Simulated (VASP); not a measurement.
# Si (I4_1/amd) in VASP: further runs, part 2 of 2

VASP 6.6.1. The steps go on from the part before.

## Step 3: Single point, PBEsol

Input file INCAR:

```
SYSTEM = Si
ALGO = Normal ; EDIFF = 1E-6
ENCUT = 500 ; GGA = PS
GGA_COMPAT = .FALSE. ; ISIF = 2
ISMEAR = 0 ; LASPH = .TRUE.
LCHARG = .FALSE. ; LREAL = .FALSE.
LWAVE = .FALSE. ; NBANDS = 11
NELM = 120 ; PREC = Accurate
SIGMA = 0.01
```

Input file KPOINTS:

```
k-points
0
G
  4 4 4
  0 0 0
```

Input file POSCAR:

```
Si
1.0
    0.0000000000      2.7247216500      2.6896621261
    2.7247216500      0.0000000000      2.6896621261
    2.7247216500      2.7247216500      0.0000000000
Si
2
Direct
    0.0000000000      0.0000000000      0.0000000000
    0.2500000000      0.2500000000      0.2500000000
```

Potentials or basis: VASP PAW PBE potentials, release 64 (Si).

Run with:

```bash
cat potpaw_PBE.64/Si/POTCAR > POTCAR
mpirun -np 1 vasp_std > vasp.out
```

OUTCAR:

```text
SYSTEM = Si
   EDIFF = 1E-6
   ENCUT = 500
   GGA = PS
   ISIF = 2
   ISMEAR = 0
   LASPH = .TRUE.
   LREAL = .FALSE.
   NELM = 120
   PREC = Accurate

 ion  position               nearest neighbor table
   1  0.000  0.000  0.000-   2 2.35   2 2.35   2 2.35   2 2.35
   2  0.250  0.250  0.250-   1 2.35   1 2.35   1 2.35   1 2.35

  LATTYP: Found a body centered tetragonal cell.
 ALAT       =     3.8533383111
 C/A-ratio  =     1.3960166012

  Lattice vectors:

 A1 = (   0.0000000000,  -2.7247216500,  -2.6896621261)
 A2 = (   0.0000000000,   2.7247216500,  -2.6896621261)
 A3 = (   2.7247216500,   0.0000000000,   2.6896621261)

Analysis of symmetry for initial positions (statically):
=====================================================================
 Subroutine PRICEL returns:
 Original cell was already a primitive cell.

 Routine SETGRP: Setting up the symmetry group for a
 body centered tetragonal supercell.

 Subroutine GETGRP returns: Found 16 space group operations
 (whereof  8 operations were pure point group operations)
 out of a pool of 16 trial point group operations.

The static configuration has the point symmetry D_2d.
 The point group associated with its full space group is D_4h.

Analysis of symmetry for dynamics (positions and initial velocities):
=====================================================================
 Subroutine PRICEL returns:
 Original cell was already a primitive cell.

 Routine SETGRP: Setting up the symmetry group for a
 body centered tetragonal supercell.

 Subroutine GETGRP returns: Found 16 space group operations
 (whereof  8 operations were pure point group operations)
 out of a pool of 16 trial point group operations.

The dynamic configuration has the point symmetry D_2d.
 The point group associated with its full space group is D_4h.

 Subroutine INISYM returns: Found 16 space group operations
 (whereof  8 operations are pure point group operations),
 and found     1 'primitive' translations

----------------------------------------------------------------------------------------
[... 109 lines left out ...]
   IVDW    =     0    specifies the selected vdW correction
   LEPSILON=     F    determine dielectric tensor
   LRPA    =     F    only Hartree local field effects (RPA)
 non-spin polarized calculation
 Gauss-broadening in eV      SIGMA  =   0.01
  energy-cutoff  :      500.00
  volume of cell :       39.94
 maximum number of plane-waves:      1028
   NGX = 13   NGY = 13   NGZ = 13

 number of electron       8.0000001 magnetization

 Free energy of the ion-electron system (eV)
  ---------------------------------------------------
  ext. energy  EPLUGINS =         0.00000000
  ---------------------------------------------------
  free energy    TOTEN  =       -11.29329069 eV

  energy without entropy =      -11.29329069  energy(sigma->0) =      -11.29329069

 E-fermi :   6.0324     XC(G=0):  -9.5423

 val. band max:        5.9226164383   @ k =   0.0000   0.0000   0.0000
 cond. band min:       6.3532349572   @ k =   0.5000   0.5000   0.0000
 fundamental gap:      0.4306185189
 Fermi energy:         6.0324336419

 k-point     1 :       0.0000    0.0000    0.0000
  band No.  band energies     occupation
      1      -6.1568      2.00000
      2       5.8333      2.00000
      3       5.8333      2.00000
      4       5.9226      2.00000
      5       8.3302      0.00000
      6       8.3762      0.00000
      7       8.3762      0.00000
      8       9.2148      0.00000
      9      13.4109      0.00000
     10      13.5666      0.00000
     11      13.6454      0.00000
[... 155 lines left out ...]
 k-point    13 :      -0.2500    0.2500    0.5000
  band No.  band energies     occupation
      1      -1.8266      2.00000
      2      -1.8266      2.00000
      3       1.9216      2.00000
      4       1.9216      2.00000
      5      10.1203      0.00000
      6      10.1203      0.00000
      7      10.9189      0.00000
      8      10.9189      0.00000
      9      16.2442      0.00000
     10      16.2442      0.00000
     11      18.6974      0.00000

------------------------ aborting loop because EDIFF is reached ----------------------------------------

  FORCE on cell =-STRESS in cart. coord.  units (eV):
  Direction    XX          YY          ZZ          XY          YZ          ZX
  --------------------------------------------------------------------------------------
  -------------------------------------------------------------------------------------
  Total        0.1925494      0.1925494      0.4870867      0.0000000      0.0000000      0.0000000
  in kB        7.7246839      7.7246839     19.5409141      0.0000000      0.0000000      0.0000000
  external PRESSURE =      11.6634273 kB  Pullay stress =       0.0000000 kB

 VOLUME and BASIS-vectors are now :
 -----------------------------------------------------------------------------
  energy-cutoff  :      500.00
  volume of cell :       39.94
      direct lattice vectors                 reciprocal lattice vectors
     0.000000000  2.724721650  2.689662126    -0.183504983  0.183504983  0.185896955
     2.724721650  0.000000000  2.689662126     0.183504983 -0.183504983  0.185896955
     2.724721650  2.724721650  0.000000000     0.183504983  0.183504983 -0.185896955

 POSITION                                       TOTAL-FORCE (eV/Angst)
 -----------------------------------------------------------------------------------
      0.00000      0.00000      0.00000        -0.000000     -0.000000      0.000000
      1.36236      1.36236      1.34483         0.000000      0.000000     -0.000000
 -----------------------------------------------------------------------------------
    total drift:                                0.000000      0.000000     -0.000000

  FREE ENERGIE OF THE ION-ELECTRON SYSTEM (eV)
  ---------------------------------------------------
  free  energy   TOTEN  =       -11.2932906891 eV

  energy  without entropy=      -11.2932906891  energy(sigma->0) =      -11.29329069
```

OSZICAR:

```text
N       E                     dE             d eps       ncg     rms          rms(c)
DAV:   1     0.437384086463E+01    0.43738E+01   -0.32806E+03   286   0.553E+02
DAV:   2    -0.110901478953E+02   -0.15464E+02   -0.14664E+02   385   0.782E+01
DAV:   3    -0.115443892087E+02   -0.45424E+00   -0.45353E+00   386   0.113E+01
DAV:   4    -0.115473679633E+02   -0.29788E-02   -0.29785E-02   325   0.117E+00
DAV:   5    -0.115473983166E+02   -0.30353E-04   -0.30353E-04   378   0.113E-01    0.508E+00
DAV:   6    -0.113721443233E+02    0.17525E+00   -0.90781E-02   319   0.124E+00    0.305E+00
DAV:   7    -0.112922551500E+02    0.79889E-01   -0.16417E-01   313   0.176E+00    0.198E-01
DAV:   8    -0.112931837363E+02   -0.92859E-03   -0.66145E-03   325   0.456E-01    0.840E-02
DAV:   9    -0.112932746134E+02   -0.90877E-04   -0.10656E-04   377   0.684E-02    0.579E-02
DAV:  10    -0.112932909354E+02   -0.16322E-04   -0.13763E-05   333   0.207E-02    0.835E-03
DAV:  11    -0.112932906891E+02    0.24631E-06   -0.76452E-07   316   0.440E-03
   1 F= -.11293291E+02 E0= -.11293291E+02  d E =-.371638E-56
```

It took 6.4 s on 1 thread of Intel Xeon 6975P-C, shared host; peak memory 0.14 GiB.

What came out:

```
Free energy            : -11.2933 eV
Pressure               : 1.2 GPa
Band gap on the k mesh : 0.43 eV, indirect (least direct gap 2.41 eV)
```

Caveat: the k points lie up to 0.50 Å⁻¹ apart; the PAW data sets were made with another functional, which shifts forces and pressure a little. A k mesh can miss the band edges.
